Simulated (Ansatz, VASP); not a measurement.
**Two plane-wave programs on Pb**

INCAR

```
SYSTEM = Pb
PREC = Accurate
ENCUT = 500
EDIFF = 1E-6
ISMEAR = -1
SIGMA = 0.05
LREAL = .FALSE.
LASPH = .TRUE.
NELM = 120
ALGO = Normal
ISIF = 2
LWAVE = .FALSE.
LCHARG = .FALSE.
NBANDS = 13
GGA_COMPAT = .FALSE.
```

File KPOINTS:

```
Automatic mesh
0
G
  15 15 15
  0 0 0
```

The input POSCAR:

```
Pb
1.0
    0.0000000000      1.9364589671      1.9364589671
    1.9364589671      0.0000000000      1.9364589671
    1.9364589671      1.9364589671      0.0000000000
Pb
1
Direct
    0.0000000000      0.0000000000      0.0000000000
```

Input for Ansatz:

```yaml
crystal:
  lattice:
    - [0.0, 1.9364589671, 1.9364589671]
    - [1.9364589671, 0.0, 1.9364589671]
    - [1.9364589671, 1.9364589671, 0.0]
  atoms:
    - { symbol: Pb, position: [0.0, 0.0, 0.0] }
kpoints:
  mp_grid: { grid: [15, 15, 15] }
scf:
  occupations: { method: fermi_dirac, width: 0.05 }
hamiltonian:
  xc: lda
  pseudopotentials: { kind: paw }
output:
  forces: true
  stress: true
  eigenvalues: true
  populations: true
```

Change from the starting cell: volume scaled by 0.5, PAW files.

Alike in both runs: task single point; functional LDA; k mesh 15 × 15 × 15; occupations fermi-dirac, width 0.05 eV; no spin polarisation.

|  | VASP | Ansatz |
| --- | --- | --- |
| version | VASP 6.6.1 | Ansatz 0.2.0 |
| potentials or method | VASP PAW LDA potentials, release 64 (Pb_d) | PAW with Ansatz's default frozen-core files, scalar-relativistic |
| plane-wave cutoff (eV) | 500 | 420 |
| valence electrons in the cell | 14 | 14 |

Ansatz gave:

- pressure (GPa): 200.5

Task: Which values does VASP return?

Result: Pressure (GPa): 202.1.

LDA's correlation is that of Perdew and Zunger in VASP and of Perdew and Wang (1992) in Ansatz. Both programs put the cell under a high pressure, so it lies far from rest at this level.

Spin-orbit coupling is off throughout. Noted on VASP's run: the cell as given lies far from equilibrium.
